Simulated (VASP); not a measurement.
# Se (P3_121) in VASP: further runs, part 2 of 3

VASP 6.6.1. Earlier steps stand in the parts before.

## 3. Single point, PBE+D3(BJ) (c/a of the conventional cell at fixed volume 1.5126)

Input file INCAR:

```
SYSTEM = Se
ALGO     = Normal         ! electronic algorithm
EDIFF    = 1E-6           ! SCF threshold, eV
ENCUT    = 520            ! plane-wave cutoff, eV
GGA      = PE             ! functional
ISIF     = 2              ! what is computed and relaxed
ISMEAR   = 0              ! smearing method
IVDW     = 12             ! dispersion correction
LASPH    = .True.         ! aspherical terms in the spheres
LCHARG   = .False.        ! write CHGCAR
LREAL    = .False.        ! projectors in reciprocal space
LWAVE    = .False.        ! write WAVECAR
NBANDS   = 16             ! bands
NELM     = 80             ! most SCF steps
PREC     = Accurate       ! precision mode
SIGMA    = 0.05           ! smearing width, eV
```

Input file KPOINTS:

```
k-points
0
Gamma
  9 9 8
  0 0 0
```

Input file POSCAR:

```
Se
1.0
    3.8282306585      0.0000000000      0.0000000000
   -1.9141153292      3.3153450018      0.0000000000
    0.0000000000      0.0000000000      5.7905816940
Se
3
Direct
    0.2627083307      0.0000000000      0.3333333333
    0.0000000000      0.2627083307      0.6666666667
    0.7372916693      0.7372916693      0.0000000000
```

Potentials or basis: VASP PAW PBE potentials, release 64 (Se).

Launch:

```
$ cat potpaw_PBE.64/Se/POTCAR > POTCAR
$ mpirun -np 1 vasp_std > vasp.out
```

Run time: 35 s. Hardware: 1 thread of AMD EPYC 9R45 (Zen 5), shared host; peak memory 0.2 GiB.

It converged, with:

```yaml
Free_energy: -11.1745 eV
Pressure: -5.4 GPa
Largest_force: 0.447 eV/Å
Band_gap_on_the_k_mesh: zero (filled and empty bands touch)
Dispersion_energy_per_atom: -0.357 eV
```

Forces in eV/Å, atoms in the order of the input:
```
Se  -0.447  0.000  0.000
Se   0.223 -0.387  0.000
Se   0.223  0.387  0.000
```

Stress tensor (GPa, compression positive):
```
 -1.96   0.00   0.00
  0.00  -1.96   0.00
  0.00   0.00 -12.29
```

Levels at points of the mesh, in eV from the Fermi level:
```
           k point  band 7  band 8  band 9  band 10  band 11  band 12
(0.00, 0.00, 0.00)   -0.99   -0.99   -0.07     1.29     1.29     2.75
(0.00, 0.00, 0.50)   -0.73   -0.27   -0.27     1.03     1.39     1.39
```

Caveat: pairwise dispersion overbinds metals, which lowers pressure and volume.

## 4. Single point, PBE+D3(BJ) (c/a of the conventional cell at fixed volume 1.3865)

Input file INCAR:

```
SYSTEM = Se
PREC     = Accurate       ! precision mode
ENCUT    = 520            ! plane-wave cutoff, eV
EDIFF    = 1E-6           ! SCF threshold, eV
ISMEAR   = 0              ! smearing method
SIGMA    = 0.05           ! smearing width, eV
LREAL    = .False.        ! projectors in reciprocal space
LASPH    = .True.         ! aspherical terms in the spheres
NELM     = 100            ! most SCF steps
ALGO     = Normal         ! electronic algorithm
ISIF     = 2              ! what is computed and relaxed
LWAVE    = .False.        ! write WAVECAR
LCHARG   = .False.        ! write CHGCAR
GGA      = PE             ! functional
IVDW     = 12             ! dispersion correction
NBANDS   = 16             ! bands
```

Input file KPOINTS:

```
Automatic mesh
0
Gamma
  9 9 8
  0 0 0
```

Input file POSCAR:

```
Se
1.0
    3.9409371099      0.0000000000      0.0000000000
   -1.9704685549      3.4129516519      0.0000000000
    0.0000000000      0.0000000000      5.4641093028
Se
3
Direct
    0.2627083307      0.0000000000      0.3333333333
    0.0000000000      0.2627083307      0.6666666667
    0.7372916693      0.7372916693      0.0000000000
```

Potentials or basis: VASP PAW PBE potentials, release 64 (Se).

Launch:

```
$ cat potpaw_PBE.64/Se/POTCAR > POTCAR
$ mpirun -np 1 vasp_std > vasp.out
```

OUTCAR:

```text
SYSTEM = Se
   PREC = Accurate
   ENCUT = 520
   EDIFF = 1E-6
   ISMEAR = 0
   LREAL = .False.
   LASPH = .True.
   NELM = 100
   ISIF = 2
   GGA = PE
   IVDW = 12
 IVDW          = 12

 ion  position               nearest neighbor table
   1  0.263  0.000  0.333-   3 2.56   2 2.56
   2  0.000  0.263  0.667-   3 2.56   1 2.56
   3  0.737  0.737  0.000-   2 2.56   1 2.56

  LATTYP: Found a hexagonal cell.
 ALAT       =     3.9409371099
 C/A-ratio  =     1.3865000000

  Lattice vectors:

 A1 = (   3.9409371099,   0.0000000000,   0.0000000000)
 A2 = (  -1.9704685549,   3.4129516519,   0.0000000000)
 A3 = (   0.0000000000,   0.0000000000,   5.4641093028)

Analysis of symmetry for initial positions (statically):
=====================================================================
 Subroutine PRICEL returns:
 Original cell was already a primitive cell.

 Routine SETGRP: Setting up the symmetry group for a
 hexagonal supercell.

 Subroutine GETGRP returns: Found  6 space group operations
 (whereof  2 operations were pure point group operations)
 out of a pool of 24 trial point group operations.

The static configuration has the point symmetry C_2 .
 The point group associated with its full space group is D_3 .

Analysis of symmetry for dynamics (positions and initial velocities):
=====================================================================
 Subroutine PRICEL returns:
 Original cell was already a primitive cell.

 Routine SETGRP: Setting up the symmetry group for a
 hexagonal supercell.

 Subroutine GETGRP returns: Found  6 space group operations
 (whereof  2 operations were pure point group operations)
 out of a pool of 24 trial point group operations.

The dynamic configuration has the point symmetry C_2 .
 The point group associated with its full space group is D_3 .

 Subroutine INISYM returns: Found  6 space group operations
 (whereof  2 operations are pure point group operations),
 and found     1 'primitive' translations

----------------------------------------------------------------------------------------

[... 118 lines left out ...]
   LORBIT       =      0    0 simple, 1 ext, 2 COOP (PROOUT), +10 PAW based schemes
   GGA     = PE    functional components
   LHFCALC =     F    Hartree Fock is set to
   AEXX    =    0.0000 exact exchange contribution
   IVDW    =    12    specifies the selected vdW correction
   LEPSILON=     F    determine dielectric tensor
   LRPA    =     F    only Hartree local field effects (RPA)
 non-spin polarized calculation
 Gauss-broadening in eV      SIGMA  =   0.05
  energy-cutoff  :      520.00
  volume of cell :       73.49
 maximum number of plane-waves:      2012
 NGX is ok and might be reduce to    30
   NGX = 15   NGY = 15   NGZ = 21

 number of electron      18.0000001 magnetization

 Free energy of the ion-electron system (eV)
  ---------------------------------------------------
  ext. energy  EPLUGINS =         0.00000000
  ---------------------------------------------------
  free energy    TOTEN  =       -10.30481958 eV

  energy without entropy =      -10.30458459  energy(sigma->0) =      -10.30470209

 E-fermi :   3.6057     XC(G=0):  -9.5051

 val. band max:        3.5943515952   @ k =   0.3333   0.3333   0.5000
 cond. band min:       4.2203431921   @ k =  -0.2222  -0.4444   0.3750
 fundamental gap:      0.6259915969
 Fermi energy:         3.6056961706

 k-point     1 :       0.0000    0.0000    0.0000
  band No.  band energies     occupation
      1     -11.9310      2.00000
      2      -8.3505      2.00000
      3      -8.3505      2.00000
      4       0.6320      2.00000
      5       0.6584      2.00000
      6       0.6584      2.00000
[... 433 lines left out ...]
      3      -7.8008      2.00000
      4      -1.4733      2.00000
      5      -1.0119      2.00000
      6       0.2905      2.00000
[... 8 lines left out ...]
     15      12.8015      0.00000
     16      13.3336      0.00000

 [... further k-points ...]

------------------------ aborting loop because EDIFF is reached ----------------------------------------

 Edisp (eV)   -1.07008

 E8    (eV) :    -0.4423

  FORCE on cell =-STRESS in cart. coord.  units (eV):
  Direction    XX          YY          ZZ          XY          YZ          ZX
  --------------------------------------------------------------------------------------
  -------------------------------------------------------------------------------------
  Total      -1.11009    -1.11009    -3.32700    -0.00000     0.00000     0.00000
  in kB     -24.20030   -24.20030   -72.52947    -0.00000     0.00000     0.00000
  external pressure =      -40.31 kB  Pullay stress =        0.00 kB

 VOLUME and BASIS-vectors are now :
 -----------------------------------------------------------------------------
  energy-cutoff  :      520.00
  volume of cell :       73.49
      direct lattice vectors                 reciprocal lattice vectors
     3.940937110  0.000000000  0.000000000     0.253746754  0.146500757  0.000000000
    -1.970468555  3.412951652  0.000000000     0.000000000  0.293001514  0.000000000
     0.000000000  0.000000000  5.464109303     0.000000000  0.000000000  0.183012444

 POSITION                                       TOTAL-FORCE (eV/Angst)
 -----------------------------------------------------------------------------------
      1.03532      0.00000      1.82137        -0.464292     -0.000000      0.000000
     -0.51766      0.89661      3.64274         0.232146     -0.402089      0.000000
      1.45281      2.51634      0.00000         0.232146      0.402089      0.000000
 -----------------------------------------------------------------------------------
    total drift:                               -0.000000     -0.000000      0.000000

  FREE ENERGIE OF THE ION-ELECTRON SYSTEM (eV)
  ---------------------------------------------------
  free  energy   TOTEN  =       -11.3748967657 eV

  energy  without entropy=      -11.3746617695  energy(sigma->0) =      -11.37477927
```

Run time: 34 s. Hardware: 1 thread of AMD EPYC 9R45 (Zen 5), shared host; peak memory 0.2 GiB.

Results:

```
Free energy                : -11.3749 eV
Pressure                   : -4.0 GPa
Largest force              : 0.464 eV/Å
Band gap on the k mesh     : zero (filled and empty bands touch)
Dispersion energy per atom : -0.357 eV
```

Forces in eV/Å, atoms in the order of the input:
```
Se  -0.464  0.000  0.000
Se   0.232 -0.402  0.000
Se   0.232  0.402  0.000
```

Stress tensor (GPa, compression positive):
```
-2.42  0.00  0.00
 0.00 -2.42  0.00
 0.00  0.00 -7.25
```

Caveat: pairwise dispersion overbinds metals, which lowers pressure and volume.

(Continued in part 3 of 3.)
